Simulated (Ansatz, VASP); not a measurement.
# Rh in VASP and in Ansatz

```
Rh
1.0
     0.00000    1.94496    1.94496
     1.94496    0.00000    1.94496
     1.94496    1.94496    0.00000
Rh
1
Direct
  0.00000 0.00000 0.00000
```

Alike in both runs: task single point; functional PBEsol; k mesh 18 × 18 × 18; occupations gaussian, width 0.1 eV; no spin polarisation.

```csv
,VASP,Ansatz
version,VASP 6.6.1,Ansatz 0.2.0
potentials or method,"VASP PAW PBE potentials, release 64 (Rh_pv), cutoff 520 eV","scalar-relativistic, plane waves, PAW"
valence electrons in the cell,15,17
```

|  | VASP | Ansatz | Ansatz less VASP |
| --- | --- | --- | --- |
| gap on the k mesh at the Fermi level (eV) | none | none | - |
| pressure (GPa) | -20.4 | -20.4 | +0.05 |

VASP's potentials were made for PBE, not for PBEsol. A gap of «none» marks a metal or a gap that the smearing closes. With one functional, cell and mesh, what is left measures potentials, basis and numerics. VASP's potentials hold 15 valence electrons a cell and Ansatz's 17, so a difference there can come from the potentials and not from the codes.
